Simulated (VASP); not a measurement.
# V (Fm-3m) in VASP: further runs

V is run at these levels: PBE; tasks: single point.

All numbers are computed with VASP 6.6.1; they aren't measurements. Logs are shortened: lines on timing, memory, paths and dates and some standing lists are left out, and cuts for length are marked.

**1. The cell of the first run**

Symmetry: Fm-3m, No. 225, cubic system. Conventional cell: a = 3.792 Å, b = 3.792 Å, c = 3.792 Å, α = 90.00°, β = 90.00°, γ = 90.00°. V (site symmetry m-3m) has 12 V at 2.68 Å within 3.5 Å.

This isn't the form of V at room conditions, which is bcc.

**2. Single point, PBE**

File INCAR:

```
  PREC = Accurate
  ENCUT = 520
  EDIFF = 1E-7
  ISMEAR = -1
  SIGMA = 0.06122561905347299
  LREAL = False
  LASPH = True
  NELM = 60
  ALGO = Normal
  ISIF = 2
  LWAVE = False
  LCHARG = False
  GGA = PE
  NBANDS = 12
```

File KPOINTS:

```
Automatic mesh
0
Gamma
  49 49 49
```

File POSCAR:

```
V
1.0
    0.0000000000      1.8959028982      1.8959028982
    1.8959028982      0.0000000000      1.8959028982
    1.8959028982      1.8959028982      0.0000000000
V
1
Direct
    0.0000000000      0.0000000000      0.0000000000
```

Potentials or basis: VASP PAW PBE potentials, release 64 (V_sv).

Command:

```sh
> cat potpaw_PBE.64/V_sv/POTCAR > POTCAR
> mpirun -np 1 vasp_std > vasp.out
```

OUTCAR:

```text
PREC = Accurate
   ENCUT = 520
   EDIFF = 1E-7
   ISMEAR = -1
   LREAL = False
   LASPH = True
   NELM = 60
   ISIF = 2
   GGA = PE

 ion  position               nearest neighbor table
   1  0.000  0.000  0.000-

  LATTYP: Found a face centered cubic cell.
 ALAT       =     3.7918057964

  Lattice vectors:

 A1 = (   0.0000000000,   1.8959028982,   1.8959028982)
 A2 = (   1.8959028982,   0.0000000000,   1.8959028982)
 A3 = (   1.8959028982,   1.8959028982,   0.0000000000)

Analysis of symmetry for initial positions (statically):
=====================================================================
 Subroutine PRICEL returns:
 Original cell was already a primitive cell.

 Routine SETGRP: Setting up the symmetry group for a
 face centered cubic supercell.

 Subroutine GETGRP returns: Found 48 space group operations
 (whereof 48 operations were pure point group operations)
 out of a pool of 48 trial point group operations.

The static configuration has the point symmetry O_h .

Analysis of symmetry for dynamics (positions and initial velocities):
=====================================================================
 Subroutine PRICEL returns:
 Original cell was already a primitive cell.

 Routine SETGRP: Setting up the symmetry group for a
 face centered cubic supercell.

 Subroutine GETGRP returns: Found 48 space group operations
 (whereof 48 operations were pure point group operations)
 out of a pool of 48 trial point group operations.

The dynamic configuration has the point symmetry O_h .

 Subroutine INISYM returns: Found 48 space group operations
 (whereof 48 operations are pure point group operations),
 and found     1 'primitive' translations

----------------------------------------------------------------------------------------

                                     Primitive cell

  volume of cell :      13.6294

  direct lattice vectors                    reciprocal lattice vectors
     0.000000000  1.895902898  1.895902898    -0.263726587  0.263726587  0.263726587
     1.895902898  0.000000000  1.895902898     0.263726587 -0.263726587  0.263726587
     1.895902898  1.895902898  0.000000000     0.263726587  0.263726587 -0.263726587

  length of vectors
     2.681211592  2.681211592  2.681211592     0.456787847  0.456787847  0.456787847

  position of ions in fractional coordinates (direct lattice)
[... 82 lines left out ...]
   NFREE  =      0    steps in history (QN), initial steepest desc. (CG)
   ISIF   =      2    stress and relaxation
   ISYM   =      2    0-nonsym 1-usesym 2-fastsym
   POTIM  = 0.5000    time-step for ionic-motion
   TEBEG  =    0.0;   TEEND  =   0.0 temperature during run
   PSTRESS=    0.0 pullay stress
   NELECT =      13.0000    total number of electrons
   NUPDOWN=      -1.0000    fix difference up-down
   EMIN   =  10.00;   EMAX   =-10.00  energy-range for DOS
   EFERMI =   0.00;   METHOD = LEGACY
   ISMEAR =    -1;   SIGMA  =   0.06  broadening in eV -4-tet -1-fermi 0-gaus
   EFERMI_NEDOS =   21; number of points for ismear=-14 and -15
   IALGO  =     38    algorithm
   IMIX   =      4    mixing-type and parameters
     AMIX     =   0.40;   BMIX     =  1.00
     AMIX_MAG =   1.60;   BMIX_MAG =  1.00
  volume/ion in A,a.u.               =      13.63        91.98
  Fermi-wavevector in a.u.,A,eV,Ry     =   1.611498  3.045290 35.333335  2.596927
  Thomas-Fermi vector in A             =   2.706879
   LORBIT       =      0    0 simple, 1 ext, 2 COOP (PROOUT), +10 PAW based schemes
   GGA     = PE    functional components
   LHFCALC =     F    Hartree Fock is set to
   AEXX    =    0.0000 exact exchange contribution
   IVDW    =     0    specifies the selected vdW correction
   LEPSILON=     F    determine dielectric tensor
   LRPA    =     F    only Hartree local field effects (RPA)
 non-spin polarized calculation
  energy-cutoff  :      520.00
  volume of cell :       13.63
 maximum number of plane-waves:       380
   NGX =  9   NGY =  9   NGZ =  9

 number of electron      13.0000006 magnetization

 Free energy of the ion-electron system (eV)
  ---------------------------------------------------
  ext. energy  EPLUGINS =         0.00000000
  ---------------------------------------------------
  free energy    TOTEN  =        -8.75678576 eV

  energy without entropy =       -8.73575331  energy(sigma->0) =       -8.74626954

 E-fermi :   9.8794     XC(G=0): -12.8434

 val. band max:        9.8794306213   @ k =  -0.3265   0.1020   0.0000
 cond. band min:       9.8794988163   @ k =  -0.2041   0.1837   0.0204
 fundamental gap:      0.0000681950
 Fermi energy:         9.8794382059

 k-point     1 :       0.0000    0.0000    0.0000
  band No.  band energies     occupation
      1     -54.1772      2.00000
      2     -27.5045      2.00000
      3     -27.5045      2.00000
      4     -27.5045      2.00000
      5       3.0026      2.00000
      6      10.0436      0.12827
      7      10.0436      0.12827
      8      10.0436      0.12827
      9      11.8299      0.00000
     10      11.8299      0.00000
     11      27.6231      0.00000
     12      32.8877      0.00000
[... 331 lines left out ...]
 k-point    24 :       0.4694    0.0000    0.0000
  band No.  band energies     occupation
      1     -54.0029      2.00000
      2     -28.3595      2.00000
      3     -27.6135      2.00000
      4     -27.6135      2.00000
      5       6.4933      2.00000
      6       9.9298      0.61057
      7       9.9298      0.61056
      8      10.6412      0.00001
      9      12.9982      0.00000
     10      12.9982      0.00000
     11      19.2064      0.00000
     12      26.7687      0.00000

 [... further k-points ...]

------------------------ aborting loop because EDIFF is reached ----------------------------------------

  FORCE on cell =-STRESS in cart. coord.  units (eV):
  Direction    XX          YY          ZZ          XY          YZ          ZX
  --------------------------------------------------------------------------------------
  -------------------------------------------------------------------------------------
  Total        0.3302550      0.3302550      0.3302550     -0.0000000      0.0000000      0.0000000
  in kB       38.8223418     38.8223418     38.8223418     -0.0000000      0.0000000      0.0000000
  external PRESSURE =      38.8223418 kB  Pullay stress =       0.0000000 kB

 VOLUME and BASIS-vectors are now :
 -----------------------------------------------------------------------------
  energy-cutoff  :      520.00
  volume of cell :       13.63
      direct lattice vectors                 reciprocal lattice vectors
     0.000000000  1.895902898  1.895902898    -0.263726587  0.263726587  0.263726587
     1.895902898  0.000000000  1.895902898     0.263726587 -0.263726587  0.263726587
     1.895902898  1.895902898  0.000000000     0.263726587  0.263726587 -0.263726587

 POSITION                                       TOTAL-FORCE (eV/Angst)
 -----------------------------------------------------------------------------------
      0.00000      0.00000      0.00000         0.000000      0.000000      0.000000
 -----------------------------------------------------------------------------------
    total drift:                                0.000000     -0.000000      0.000000

  FREE ENERGIE OF THE ION-ELECTRON SYSTEM (eV)
  ---------------------------------------------------
  free  energy   TOTEN  =        -8.7567857630 eV

  energy  without entropy=       -8.7357533136  energy(sigma->0) =       -8.74626954
```

stdout:

```text
POSCAR found type information on POSCAR V
 POSCAR found :  1 types and       1 ions
 scaLAPACK will be used
 LDA part: xc-table for (Slater+PW92), standard interpolation
 POSCAR, INCAR and KPOINTS ok, starting setup
 FFT: planning ... GRIDC
 FFT: planning ... GRID_SOFT
 FFT: planning ... GRID
 WAVECAR not read
 entering main loop
```

It took 3.2 min on 1 thread of Intel Xeon 6975P-C (Granite Rapids), shared host; peak memory 0.52 GiB.

Results:

```yaml
Free_energy: -8.7568 eV
Pressure: 3.9 GPa
Band_gap_on_the_k_mesh: zero (an odd number of electrons rules out a gap without spin polarisation)
```

Caveat: the cell stands under pressure.

**3. Single point, PBE**

This run uses another cell than the first one, of 13.91 Å³/atom.

File INCAR:

```
SYSTEM = V
ALGO     = Normal         ! electronic algorithm
EDIFF    = 1E-6           ! SCF threshold, eV
ENCUT    = 520            ! plane-wave cutoff, eV
GGA      = PE             ! functional
ISIF     = 2              ! what is computed and relaxed
ISMEAR   = -1             ! smearing method
LASPH    = .True.         ! aspherical terms in the spheres
LCHARG   = .True.         ! write CHGCAR
LELF     = .True.         ! ELF
LREAL    = .False.        ! projectors in reciprocal space
LVHAR    = .True.       
LWAVE    = .False.        ! write WAVECAR
NBANDS   = 12             ! bands
NELM     = 60             ! most SCF steps
PREC     = Accurate       ! precision mode
SIGMA    = 0.06122561905347299 ! smearing width, eV
```

File KPOINTS:

```
k-points
0
Gamma
  49 49 49
  0 0 0
```

File POSCAR:

```
V
1.0
    0.0000000000      1.9087134415      1.9087134415
    1.9087134415      0.0000000000      1.9087134415
    1.9087134415      1.9087134415      0.0000000000
V
1
Direct
    0.0000000000      0.0000000000      0.0000000000
```

Potentials or basis: VASP PAW PBE potentials, release 64 (V_sv).

Command:

```sh
> cat potpaw_PBE.64/V_sv/POTCAR > POTCAR
> mpirun -np 1 vasp_std > vasp.out
```

OUTCAR:

```text
SYSTEM = V
   EDIFF = 1E-6
   ENCUT = 520
   GGA = PE
   ISIF = 2
   ISMEAR = -1
   LASPH = .True.
   LREAL = .False.
   NELM = 60
   PREC = Accurate

 ion  position               nearest neighbor table
   1  0.000  0.000  0.000-

  LATTYP: Found a face centered cubic cell.
 ALAT       =     3.8174268830

  Lattice vectors:

 A1 = (   0.0000000000,   1.9087134415,   1.9087134415)
 A2 = (   1.9087134415,   0.0000000000,   1.9087134415)
[... 537 lines left out ...]
     11      18.7167      0.00000
     12      26.3952      0.00000

 [... further k-points ...]

------------------------ aborting loop because EDIFF is reached ----------------------------------------

  FORCE on cell =-STRESS in cart. coord.  units (eV):
  Direction    XX          YY          ZZ          XY          YZ          ZX
  --------------------------------------------------------------------------------------
  -------------------------------------------------------------------------------------
  Total        0.0110868      0.0110868      0.0110868      0.0000000     -0.0000000      0.0000000
  in kB        1.2772120      1.2772120      1.2772120      0.0000000     -0.0000000      0.0000000
  external PRESSURE =       1.2772120 kB  Pullay stress =       0.0000000 kB

 VOLUME and BASIS-vectors are now :
 -----------------------------------------------------------------------------
  energy-cutoff  :      520.00
  volume of cell :       13.91
      direct lattice vectors                 reciprocal lattice vectors
     0.000000000  1.908713441  1.908713441    -0.261956556  0.261956556  0.261956556
     1.908713441  0.000000000  1.908713441     0.261956556 -0.261956556  0.261956556
     1.908713441  1.908713441  0.000000000     0.261956556  0.261956556 -0.261956556

 POSITION                                       TOTAL-FORCE (eV/Angst)
 -----------------------------------------------------------------------------------
      0.00000      0.00000      0.00000         0.000000     -0.000000     -0.000000
 -----------------------------------------------------------------------------------
    total drift:                                0.000000      0.000000      0.000000

  FREE ENERGIE OF THE ION-ELECTRON SYSTEM (eV)
  ---------------------------------------------------
  free  energy   TOTEN  =        -8.7603563516 eV

  energy  without entropy=       -8.7389123316  energy(sigma->0) =       -8.74963434
```

OSZICAR:

```text
N       E                     dE             d eps       ncg     rms          rms(c)
DAV:   1     0.916915958640E+02    0.91692E+02   -0.70415E+03 70424   0.118E+03
DAV:   2    -0.886942070820E+01   -0.10056E+03   -0.97722E+02 71076   0.331E+02
DAV:   3    -0.101827358326E+02   -0.13133E+01   -0.13095E+01 79528   0.440E+01
DAV:   4    -0.101894857578E+02   -0.67499E-02   -0.67498E-02 77640   0.337E+00
DAV:   5    -0.101895674658E+02   -0.81708E-04   -0.81708E-04 79340   0.349E-01    0.173E+01
DAV:   6    -0.878838844446E+01    0.14012E+01   -0.32787E+00 74232   0.295E+01    0.146E+00
DAV:   7    -0.876981624298E+01    0.18572E-01   -0.45381E-02 77320   0.216E+00    0.836E-01
DAV:   8    -0.876029531930E+01    0.95209E-02   -0.51040E-03 76424   0.103E+00    0.622E-02
DAV:   9    -0.876035066691E+01   -0.55348E-04   -0.16000E-04 74708   0.189E-01    0.206E-02
DAV:  10    -0.876035624914E+01   -0.55822E-05   -0.86383E-06 78652   0.415E-02    0.822E-03
DAV:  11    -0.876035635162E+01   -0.10248E-06   -0.18501E-06 72644   0.219E-02
   1 F= -.87603564E+01 E0= -.87496343E+01  d E =-.214440E-01
```

Wall time 2.7 min (1 thread of Intel Xeon 6975P-C (Granite Rapids), shared host); peak memory 0.54 GiB.

Results:

```yaml
Free_energy: -8.7604 eV
Pressure: 0.1 GPa
Band_gap_on_the_k_mesh: zero (an odd number of electrons rules out a gap without spin polarisation)
```

Levels at points of the mesh, in eV from the Fermi level:
| k point | band 2 | band 3 | band 4 | band 5 | band 6 | band 7 | band 8 | band 9 | band 10 | band 11 |
| --- | --- | --- | --- | --- | --- | --- | --- | --- | --- | --- |
| (0.00, 0.00, 0.00) | -37.43 | -37.43 | -37.43 | -6.82 | 0.17 | 0.17 | 0.17 | 1.90 | 1.90 | 17.63 |
